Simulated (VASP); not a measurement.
## MoS2: relaxation of cell and atoms with PBE

The system is MoS2.

```
Mo S
1.0
     3.14917    0.00000    0.00000
    -1.57458    2.72726    0.00000
     0.00000    0.00000   12.08985
Mo S
2 4
Direct
  0.33333 0.66667 0.25000
  0.66667 0.33333 0.75000
  0.33333 0.66667 0.62049
  0.66667 0.33333 0.12049
  0.33333 0.66667 0.87951
  0.66667 0.33333 0.37951
```

* Program: VASP 6.6.1
* Task: relaxation of cell and atoms
* Functional: PBE
* Potentials or basis: VASP PAW PBE potentials, release 64 (Mo_sv, S)
* Cutoff: 600 eV
* k mesh: 12 × 12 × 4
* Occupations: gaussian, width 0.02 eV
* Spin: no spin polarisation
* Dipole correction: no
* Further INCAR settings: ALGO = Normal; EDIFF = 1e-07; IBRION = 2; EDIFFG = -0.005; NSW = 70; ISIF = 3

```yaml
Relaxed_volume: 20.69 Å³/atom
Relaxed_cell: a = 3.185 Å, b = 3.185 Å, c = 14.134 Å, α = 90.00°, β = 90.00°, γ = 120.00°
Space_group_after_relaxing_to_0.1_Å: P6_3/mmc (No. 194)
Energy_gained_by_relaxing: 26.6 meV/atom
Ionic_steps: 34
Pressure_after_relaxing: 0.0 GPa
Band_gap_on_the_k_mesh: 1.37 eV (least direct gap 1.66 eV)
```

The path:
```tsv
step	energy change (eV)	largest force (eV/Å)	pressure (GPa)	volume (Å³)
1	0.0000	0.0177	4.05	103.83
2	0.0259	0.9176	-4.86	110.55
3	-0.0346	0.4230	-0.06	106.66
4	-0.0573	0.2262	-0.03	107.87
5	-0.0639	0.0540	0.02	108.92
6	-0.0838	0.0456	0.07	109.79
7	-0.1235	0.0132	0.41	112.35
8	-0.1437	0.1029	1.80	117.34
9	-0.1527	0.1802	-0.36	120.42
10	-0.1531	0.1319	0.00	119.89
11	-0.1561	0.0741	-0.06	120.40
12	-0.1569	0.0233	-0.11	120.86
13	-0.1570	0.0028	0.08	120.75
14	-0.1570	0.0021	0.08	120.76
15	-0.1572	0.0046	0.09	120.79
16	-0.1573	0.0206	0.11	120.88
17	-0.1574	0.0278	0.05	121.01
18	-0.1576	0.0490	-0.14	121.40
19	-0.1576	0.0567	-0.21	121.54
20	-0.1577	0.0550	-0.20	121.58
21	-0.1578	0.0496	-0.19	121.68
22	-0.1580	0.0386	-0.18	121.88
23	-0.1584	0.0164	-0.14	122.29
24	-0.1585	0.0288	-0.06	123.11
25	-0.1585	0.0125	-0.09	122.81
26	-0.1587	0.0164	-0.03	122.92
27	-0.1591	0.0297	0.16	123.26
28	-0.1591	0.0355	0.24	123.41
29	-0.1593	0.0134	0.15	123.67
30	-0.1594	0.0086	0.05	123.93
31	-0.1594	0.0106	0.05	123.95
32	-0.1594	0.0111	0.02	124.01
33	-0.1595	0.0123	-0.05	124.16
34	-0.1595	0.0007	0.00	124.16
```

Final structure:
```yaml
crystal:
  lattice:
    - [3.18490, 0.00000, 0.00000]
    - [-1.59245, 2.75820, 0.00000]
    - [0.00000, 0.00000, 14.13400]
  atoms:
    - { symbol: Mo, position: [0.33333, 0.66667, 0.25000] }
    - { symbol: Mo, position: [0.66667, 0.33333, 0.75000] }
    - { symbol: S, position: [0.33333, 0.66667, 0.63950] }
    - { symbol: S, position: [0.66667, 0.33333, 0.13950] }
    - { symbol: S, position: [0.33333, 0.66667, 0.86050] }
    - { symbol: S, position: [0.66667, 0.33333, 0.36050] }
```

Levels at points of the mesh, in eV from the valence-band top:
```
           k point  band 23  band 24  band 25  band 26  band 27  band 28  band 29  band 30
(0.00, 0.00, 0.00)    -1.79    -1.61    -0.53     0.00     2.47     2.47     2.47     2.47
(0.50, 0.00, 0.00)    -1.28    -1.26    -0.93    -0.91     1.95     1.95     2.42     2.50
(0.00, 0.00, 0.50)    -1.79    -1.79    -0.21    -0.21     2.47     2.47     2.47     2.47
(0.50, 0.00, 0.50)    -1.27    -1.27    -0.92    -0.92     1.95     1.95     2.46     2.46
```

Run time: 42 min on 1 thread of Intel(R) Xeon(R) 6975P-C (Granite Rapids), with other jobs on the host, peak memory 0.39 GiB.

Caveat: the volume moved by over 15 % at a fixed basis, so the end points are rough; this functional lacks dispersion, which binds layers or chains, so the pressure and a relaxed spacing across them are unreliable. Zero-point motion and thermal expansion aren't in these numbers.
